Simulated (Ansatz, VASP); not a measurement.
**RbNa3Te2: VASP beside Ansatz**

```
Rb Na Te
1.0
     7.46804    0.00000    0.00000
    -3.73402    6.46751    0.00000
     0.00000    0.00000    4.58288
Rb Na Te
1 3 2
Direct
  0.00000 0.00000 0.00000
  0.50000 0.00000 0.50000
  0.50000 0.50000 0.50000
  0.00000 0.50000 0.50000
  0.66667 0.33333 0.00000
  0.33333 0.66667 0.00000
```

Change from the starting cell: species swapped into the CeAl3Pd2 type (P6/mmm, No. 191).

Alike in both runs: task relaxation of cell and atoms; functional PBE; k mesh 6 × 6 × 8; occupations gaussian, width 0.1 eV; no spin polarisation.

```csv
,VASP,Ansatz
version,VASP 6.6.1,Ansatz 0.2.0
potentials or method,"VASP PAW PBE potentials, release 64 (Rb_sv, Na_pv, Te), cutoff 600 eV","scalar-relativistic, plane waves, PAW"
valence electrons in the cell,42,68
```

```csv
,VASP,Ansatz,Ansatz less VASP
"gap on the k mesh at the Fermi level, each at its own relaxed structure (eV)",none,none,-
relaxed volume (Å³/atom),37.40,37.31,-0.095
relaxed cell length with the largest relative difference (Å),4.570,4.565,-0.0045
```

A gap of «none» marks a metal or a gap that the smearing closes. VASP's potentials hold 42 valence electrons a cell and Ansatz's 68, so a difference there can come from the potentials and not from the codes.

Neither program's run includes spin-orbit coupling.
